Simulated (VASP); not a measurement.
# Ge (Fd-3m) in VASP: a series of runs

Ge is run at these levels: PBE; tasks: single point.

All numbers are computed with VASP 6.6.1; they aren't measurements. Logs are shortened: lines on timing, memory, paths and dates and some standing lists are left out, and cuts for length are marked.

## 1. The cell of the first run

Symmetry: Fd-3m, No. 227, cubic system. Conventional cell: a = 5.772 Å, b = 5.772 Å, c = 5.772 Å, α = 90.00°, β = 90.00°, γ = 90.00°. Ge (site symmetry -43m) has 4 Ge at 2.50 Å within 3.3 Å.

## 2. Single point, PBE

The input, INCAR:

```
SYSTEM = Ge
PREC = Accurate ; ENCUT = 520
EDIFF = 1E-6 ; ISMEAR = 0
SIGMA = 0.3 ; LREAL = .FALSE.
LASPH = .TRUE. ; NELM = 100
ALGO = Normal ; ISIF = 2
LWAVE = .FALSE. ; LCHARG = .TRUE.
GGA = PE ; LELF = .TRUE.
LVHAR = .TRUE. ; NBANDS = 21
```

The input, KPOINTS:

```
Automatic mesh
0
G
  10 10 10
  0 0 0
```

The input, POSCAR:

```
Ge
1.0
    0.0000000000      2.8859759802      2.8859759802
    2.8859759802      0.0000000000      2.8859759802
    2.8859759802      2.8859759802      0.0000000000
Ge
2
Direct
    0.5000000000      0.5000000000      0.5000000000
    0.7500000000      0.7500000000      0.7500000000
```

Potentials or basis: VASP PAW PBE potentials, release 64 (Ge_d).

Run with:

```
cat potpaw_PBE.64/Ge_d/POTCAR > POTCAR
mpirun -np 1 vasp_std > vasp.out
```

OUTCAR:

```text
SYSTEM = Ge
   PREC = Accurate
   ENCUT = 520
   EDIFF = 1E-6
   ISMEAR = 0
   LREAL = .FALSE.
   LASPH = .TRUE.
   NELM = 100
   ISIF = 2
   GGA = PE

 ion  position               nearest neighbor table
   1  0.500  0.500  0.500-   2 2.50   2 2.50   2 2.50   2 2.50
   2  0.750  0.750  0.750-   1 2.50   1 2.50   1 2.50   1 2.50

  LATTYP: Found a face centered cubic cell.
 ALAT       =     5.7719519604

  Lattice vectors:

 A1 = (   0.0000000000,   2.8859759802,   2.8859759802)
 A2 = (   2.8859759802,   0.0000000000,   2.8859759802)
 A3 = (   2.8859759802,   2.8859759802,   0.0000000000)

Analysis of symmetry for initial positions (statically):
=====================================================================
 Subroutine PRICEL returns:
 Original cell was already a primitive cell.

 Routine SETGRP: Setting up the symmetry group for a
 face centered cubic supercell.

 Subroutine GETGRP returns: Found 48 space group operations
 (whereof 24 operations were pure point group operations)
 out of a pool of 48 trial point group operations.

The static configuration has the point symmetry T_d .
 The point group associated with its full space group is O_h .

Analysis of symmetry for dynamics (positions and initial velocities):
=====================================================================
 Subroutine PRICEL returns:
 Original cell was already a primitive cell.

 Routine SETGRP: Setting up the symmetry group for a
 face centered cubic supercell.

 Subroutine GETGRP returns: Found 48 space group operations
 (whereof 24 operations were pure point group operations)
 out of a pool of 48 trial point group operations.

The dynamic configuration has the point symmetry T_d .
 The point group associated with its full space group is O_h .

 Subroutine INISYM returns: Found 48 space group operations
 (whereof 24 operations are pure point group operations),
 and found     1 'primitive' translations

----------------------------------------------------------------------------------------

                                     Primitive cell

  volume of cell :      48.0738

  direct lattice vectors                    reciprocal lattice vectors
     0.000000000  2.885975980  2.885975980    -0.173251615  0.173251615  0.173251615
     2.885975980  0.000000000  2.885975980     0.173251615 -0.173251615  0.173251615
     2.885975980  2.885975980  0.000000000     0.173251615  0.173251615 -0.173251615

  length of vectors
     4.081386372  4.081386372  4.081386372     0.300080600  0.300080600  0.300080600

  position of ions in fractional coordinates (direct lattice)
     0.500000000  0.500000000  0.500000000
     0.750000000  0.750000000  0.750000000

  ion indices of the primitive-cell ions
   primitive index   ion index
                 1           1
                 2           2

----------------------------------------------------------------------------------------

 KPOINTS: Automatic mesh

Automatic generation of k-mesh.
 Grid dimensions read from file:
 generate k-points for:   10   10   10

 Generating k-lattice:

  Cartesian coordinates                     Fractional coordinates (reciprocal lattice)
    -0.017325162  0.017325162  0.017325162     0.100000000  0.000000000  0.000000000
     0.017325162 -0.017325162  0.017325162     0.000000000  0.100000000  0.000000000
     0.017325162  0.017325162 -0.017325162     0.000000000  0.000000000  0.100000000

  Length of vectors
     0.030008060  0.030008060  0.030008060

  Shift w.r.t. Gamma in fractional coordinates (k-lattice)
     0.000000000  0.000000000  0.000000000

 Subroutine IBZKPT returns following result:
 ===========================================

 Found     47 irreducible k-points:

 Following reciprocal coordinates:
            Coordinates               Weight
  0.000000  0.000000  0.000000      1.000000
  0.100000  0.000000  0.000000      8.000000
  0.200000  0.000000  0.000000      8.000000
  0.300000  0.000000  0.000000      8.000000
  0.400000  0.000000  0.000000      8.000000
  0.500000  0.000000  0.000000      4.000000
[... 16 lines left out ...]
  0.300000  0.300000  0.000000      6.000000
  0.400000  0.300000  0.000000     24.000000
 [... further k-points ...]
   k-points           NKPTS =     47   k-points in BZ     NKDIM =     47   number of bands    NBANDS=     21
   number of dos      NEDOS =    301   number of ions     NIONS =      2
   total plane-waves  NPLWV =  27000
   dimension x,y,z NGX =    30 NGY =   30 NGZ =   30
   dimension x,y,z NGXF=    60 NGYF=   60 NGZF=   60
   ions per type =               2
   NGX,Y,Z   is equivalent  to a cutoff of  12.22, 12.22, 12.22 a.u.
   NGXF,Y,Z  is equivalent  to a cutoff of  24.44, 24.44, 24.44 a.u.
 SYSTEM =  Ge
   PREC   = accura    normal or accurate (medium, high low for compatibility)
   ISTART =      0    job   : 0-new  1-cont  2-samecut
   ICHARG =      2    charge: 1-file 2-atom 10-const
   ISPIN  =      1    spin polarized calculation?
   LNONCOLLINEAR =      F non collinear calculations
   LSORBIT =      F    spin-orbit coupling
   LASPH  =      T    aspherical Exc in radial PAW
   ENCUT  =  520.0 eV  38.22 Ry    6.18 a.u.   7.59  7.59  7.59*2*pi/ulx,y,z
   NELM   =    100;   NELMIN=  2; NELMDL= -5     # of ELM steps
   EDIFF  = 0.1E-05   stopping-criterion for ELM
   LREAL  =      F    real-space projection
[... 7 lines left out ...]
   TEBEG  =    0.0;   TEEND  =   0.0 temperature during run
   PSTRESS=    0.0 pullay stress
   NELECT =      28.0000    total number of electrons
   NUPDOWN=      -1.0000    fix difference up-down
   EMIN   =  10.00;   EMAX   =-10.00  energy-range for DOS
   EFERMI =   0.00;   METHOD = LEGACY
   ISMEAR =     0;   SIGMA  =   0.30  broadening in eV -4-tet -1-fermi 0-gaus
   EFERMI_NEDOS =   21; number of points for ismear=-14 and -15
   IALGO  =     38    algorithm
   IMIX   =      4    mixing-type and parameters
     AMIX     =   0.40;   BMIX     =  1.00
     AMIX_MAG =   1.60;   BMIX_MAG =  1.00
  volume/ion in A,a.u.               =      24.04       162.21
  Fermi-wavevector in a.u.,A,eV,Ry     =   1.367177  2.583590 25.431648  1.869173
  Thomas-Fermi vector in A             =   2.493253
   LORBIT       =      0    0 simple, 1 ext, 2 COOP (PROOUT), +10 PAW based schemes
   GGA     = PE    functional components
   LHFCALC =     F    Hartree Fock is set to
   AEXX    =    0.0000 exact exchange contribution
   IVDW    =     0    specifies the selected vdW correction
   LEPSILON=     F    determine dielectric tensor
   LRPA    =     F    only Hartree local field effects (RPA)
 non-spin polarized calculation
 Gauss-broadening in eV      SIGMA  =   0.30
  energy-cutoff  :      520.00
  volume of cell :       48.07
 maximum number of plane-waves:      1308
   NGX = 15   NGY = 15   NGZ = 15

 number of electron      27.9999975 magnetization

 Free energy of the ion-electron system (eV)
  ---------------------------------------------------
  ext. energy  EPLUGINS =         0.00000000
  ---------------------------------------------------
  free energy    TOTEN  =        -9.03624962 eV

  energy without entropy =       -9.03034203  energy(sigma->0) =       -9.03329583

 E-fermi :   4.4208     XC(G=0):  -9.6448

 val. band max:        4.2130898717   @ k =   0.1000   0.0000   0.0000
 cond. band min:       4.4247390321   @ k =   0.0000   0.0000   0.0000
 fundamental gap:      0.2116491604
 Fermi energy:         4.4208325886

 k-point     1 :       0.0000    0.0000    0.0000
  band No.  band energies     occupation
      1     -20.3140      2.00000
      2     -20.3140      2.00000
      3     -20.3140      2.00000
      4     -20.2822      2.00000
      5     -20.2822      2.00000
      6     -20.1019      2.00000
[... 13 lines left out ...]
     20      13.7493      0.00000
     21      13.7493      0.00000

 k-point     2 :       0.1000    0.0000    0.0000
  band No.  band energies     occupation
      1     -20.3188      2.00000
      2     -20.3188      2.00000
      3     -20.3126      2.00000
      4     -20.2756      2.00000
      5     -20.2756      2.00000
      6     -20.1104      2.00000
[... 13 lines left out ...]
     20      13.0923      0.00000
     21      13.0923      0.00000

 k-point     3 :       0.2000    0.0000    0.0000
  band No.  band energies     occupation
      1     -20.3264      2.00000
      2     -20.3264      2.00000
      3     -20.3088      2.00000
      4     -20.2636      2.00000
      5     -20.2636      2.00000
      6     -20.1210      2.00000
[... 13 lines left out ...]
     20      12.6109      0.00000
     21      12.6109      0.00000

 k-point     4 :       0.3000    0.0000    0.0000
  band No.  band energies     occupation
      1     -20.3318      2.00000
      2     -20.3318      2.00000
      3     -20.3040      2.00000
      4     -20.2536      2.00000
      5     -20.2536      2.00000
      6     -20.1288      2.00000
[... 13 lines left out ...]
     20      12.9455      0.00000
     21      12.9455      0.00000

 k-point     5 :       0.4000    0.0000    0.0000
  band No.  band energies     occupation
      1     -20.3344      2.00000
      2     -20.3344      2.00000
      3     -20.3000      2.00000
      4     -20.2481      2.00000
      5     -20.2481      2.00000
      6     -20.1326      2.00000
[... 13 lines left out ...]
     20      14.0933      0.00000
     21      14.0933      0.00000

 k-point     6 :       0.5000    0.0000    0.0000
  band No.  band energies     occupation
      1     -20.3351      2.00000
      2     -20.3351      2.00000
      3     -20.2985      2.00000
      4     -20.2465      2.00000
      5     -20.2465      2.00000
      6     -20.1336      2.00000
[... 13 lines left out ...]
     20      14.8074      0.00000
     21      15.3365      0.00000

 k-point     7 :       0.1000    0.1000    0.0000
  band No.  band energies     occupation
      1     -20.3186      2.00000
      2     -20.3173      2.00000
      3     -20.3173      2.00000
      4     -20.2774      2.00000
      5     -20.2687      2.00000
      6     -20.1240      2.00000
[... 13 lines left out ...]
     20      12.1887      0.00000
     21      13.9137      0.00000
[... 291 lines left out ...]
      1     -20.3523      2.00000
      2     -20.3415      2.00000
      3     -20.2750      2.00000
      4     -20.2310      2.00000
      5     -20.2239      2.00000
      6     -20.1601      2.00000
[... 13 lines left out ...]
     20      13.6209      0.00000
     21      15.0128      0.00000

 k-point    21 :      -0.3000    0.2000    0.0000
  band No.  band energies     occupation
      1     -20.3479      2.00000
      2     -20.3417      2.00000
      3     -20.2779      2.00000
      4     -20.2448      2.00000
      5     -20.2247      2.00000
      6     -20.1574      2.00000
[... 13 lines left out ...]
     20      13.4974      0.00000
     21      15.4721      0.00000

 k-point    22 :      -0.2000    0.2000    0.0000
  band No.  band energies     occupation
      1     -20.3391      2.00000
      2     -20.3390      2.00000
      3     -20.2905      2.00000
      4     -20.2546      2.00000
      5     -20.2353      2.00000
      6     -20.1494      2.00000
[... 13 lines left out ...]
     20      14.0004      0.00000
     21      14.4683      0.00000

 k-point    23 :       0.3000    0.3000    0.0000
  band No.  band energies     occupation
      1     -20.3343      2.00000
      2     -20.3343      2.00000
      3     -20.3132      2.00000
      4     -20.2418      2.00000
      5     -20.2064      2.00000
      6     -20.1956      2.00000
[... 13 lines left out ...]
     20      15.2322      0.00000
     21      15.2689      0.00000

 k-point    24 :       0.4000    0.3000    0.0000
  band No.  band energies     occupation
      1     -20.3429      2.00000
      2     -20.3383      2.00000
      3     -20.2991      2.00000
      4     -20.2290      2.00000
      5     -20.2105      2.00000
      6     -20.1918      2.00000
[... 13 lines left out ...]
     20      15.6813      0.00000
     21      15.9182      0.00000

 [... further k-points ...]

------------------------ aborting loop because EDIFF is reached ----------------------------------------

  FORCE on cell =-STRESS in cart. coord.  units (eV):
  Direction    XX          YY          ZZ          XY          YZ          ZX
  --------------------------------------------------------------------------------------
  -------------------------------------------------------------------------------------
  Total       -0.1073154     -0.1073154     -0.1073154      0.0000000      0.0000000      0.0000000
  in kB       -3.5765516     -3.5765516     -3.5765516      0.0000000      0.0000000      0.0000000
  external PRESSURE =      -3.5765516 kB  Pullay stress =       0.0000000 kB

 VOLUME and BASIS-vectors are now :
 -----------------------------------------------------------------------------
  energy-cutoff  :      520.00
  volume of cell :       48.07
      direct lattice vectors                 reciprocal lattice vectors
     0.000000000  2.885975980  2.885975980    -0.173251615  0.173251615  0.173251615
     2.885975980  0.000000000  2.885975980     0.173251615 -0.173251615  0.173251615
     2.885975980  2.885975980  0.000000000     0.173251615  0.173251615 -0.173251615

 POSITION                                       TOTAL-FORCE (eV/Angst)
 -----------------------------------------------------------------------------------
      2.88598      2.88598      2.88598        -0.000000     -0.000000     -0.000000
      4.32896      4.32896      4.32896         0.000000      0.000000      0.000000
 -----------------------------------------------------------------------------------
    total drift:                                0.000000     -0.000000     -0.000000

  FREE ENERGIE OF THE ION-ELECTRON SYSTEM (eV)
  ---------------------------------------------------
  free  energy   TOTEN  =        -9.0362496230 eV

  energy  without entropy=       -9.0303420308  energy(sigma->0) =       -9.03329583
```

Wall time 51 s (1 thread of Intel Xeon 8259CL, shared host); peak memory 0.18 GiB.

What came out:

```
Free energy            : -9.0362 eV
Pressure               : -0.4 GPa
Band gap on the k mesh : zero (filled and empty bands touch)
```

Levels at points of the mesh, in eV from the Fermi level:
```csv
k point,band 10,band 11,band 12,band 13,band 14,band 15,band 16,band 17,band 18,band 19
"(0.00, 0.00, 0.00)",-24.51,-12.33,-0.50,0.00,0.00,0.00,2.53,2.53,2.53,6.29
"(0.50, 0.00, 0.00)",-24.49,-10.38,-7.33,-1.31,-1.31,0.01,3.72,3.72,7.10,10.19
"(0.50, 0.50, 0.00)",-24.48,-8.67,-8.67,-2.87,-2.87,0.83,0.83,9.03,9.03,11.03
```

Caveat: so wide a smearing shifts energies and pressures; semilocal functionals underestimate gaps, so a narrow gap can read as zero.

(Part 1 of 2 ends here.)
